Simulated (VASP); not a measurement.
Runs of VASP 6.6.1 on Mo3Ru. The structure is that of space group P-6m2 (No. 187), or close to it. The cells are those of the table. 

```csv
task,cell,k mesh,cutoff (eV),gap on the mesh (eV),pressure (GPa),largest force (eV/Å)
relaxation of cell and atoms,"relaxed from a = 2.897, b = 2.897, c = 9.265 Å, angles 90.0, 90.0, 120.0°, 4 atoms",6 × 6 × 2,600,none,-0.2,0.04
single point,"a = 2.765, b = 2.765, c = 9.332 Å, angles 90.0, 90.0, 120.0°, 4 atoms",18 × 18 × 6,520,none,(a),-
single point,"a = 2.775, b = 2.775, c = 9.251 Å, angles 90.0, 90.0, 120.0°, 4 atoms",6 × 6 × 2,520,none,0.4,-
single point,"a = 2.897, b = 2.897, c = 9.265 Å, angles 90.0, 90.0, 120.0°, 4 atoms",6 × 6 × 2,520,none,-18.2,1.03
```

Alike in all rows: level PBE; potentials or basis VASP PAW PBE potentials, release 64 (Mo_sv, Ru_pv); no spin polarisation; smearing gaussian 0.1 eV.

Q: Fill in the values left out.

A: (a) 0.3.

Caveats: some runs use coarse meshes; forces of over 1 eV/Å act on the atoms, so gaps and moduli don't describe the material at rest (some runs).

A k mesh can miss the band edges, and the runs leave out spin-orbit coupling on Mo, Ru.

A gap of «none» marks levels without a gap at the run's occupations.
